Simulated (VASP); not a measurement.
## MoH4: relaxation of cell and atoms with PBE

MoH4:

```xyz
5
Lattice="2.8565 0.0000 0.0000 -1.4282 2.4738 0.0000 0.0000 0.0000 5.1831" Properties=species:S:1:pos:R:3 pbc="T T T"
H     0.0000    1.6492    1.1313
H     0.0000    1.6492    4.0518
H     1.4282    0.8246    1.1313
H     1.4282    0.8246    4.0518
Mo    0.0000    0.0000    0.0000
```

* Program: VASP 6.6.1
* Task: relaxation of cell and atoms
* Functional: PBE
* Potentials or basis: VASP PAW PBE potentials, release 64 (H, Mo_sv)
* Cutoff: 600 eV
* k mesh: 18 × 18 × 8
* Occupations: gaussian, width 0.1 eV
* Spin: no spin polarisation
* Dipole correction: no
* Further INCAR settings: ALGO = Normal; EDIFF = 1e-07; IBRION = 2; EDIFFG = -0.01; NSW = 100; ISIF = 3

| Property | Result |
| --- | --- |
| Pressure after relaxing | 0.0 GPa |
| Largest force after relaxing | 0.005 eV/Å |
| Band gap on the k mesh | zero (band 9 reaches 5.60 eV, above the bottom of band 10 at 5.17 eV) |

Forces on the atoms (eV/Å):
```
H    0.000  0.000  0.005
H    0.000  0.000 -0.005
H    0.000  0.000  0.005
H    0.000  0.000 -0.005
Mo   0.000  0.000  0.000
```

Stress tensor (GPa, compression positive):
```
 0.07  0.00  0.00
 0.00  0.07  0.00
 0.00  0.00 -0.05
```

Final structure:
```
CELL_PARAMETERS angstrom
2.85646 0.00000 0.00000
-1.42823 2.47377 0.00000
0.00000 0.00000 5.18306
ATOMIC_POSITIONS crystal
H 0.33333 0.66667 0.21826
H 0.33333 0.66667 0.78174
H 0.66667 0.33333 0.21826
H 0.66667 0.33333 0.78174
Mo 0.00000 0.00000 0.00000
```

Levels at points of the mesh, in eV from the Fermi level:
```
           k point  band 6  band 7  band 8  band 9  band 10  band 11  band 12  band 13
(0.00, 0.00, 0.00)   -7.42   -3.64   -1.83   -1.83     1.12     1.12     3.50     5.08
(0.50, 0.00, 0.00)   -7.45   -5.95   -1.17   -0.98    -0.04     2.82     4.83     6.33
(0.00, 0.00, 0.50)   -8.14   -2.96   -1.83   -1.83     1.11     1.11     3.60     4.99
(0.50, 0.00, 0.50)   -7.39   -5.63   -1.74   -0.52    -0.06     2.82     4.78     5.39
```

Run time: 50 s on 1 thread of AMD EPYC 9R45 96-Core Processor (Zen 5), with other jobs on the host, peak memory 0.21 GiB.

Caveat: the relaxation stopped at its first step, so nothing moved.
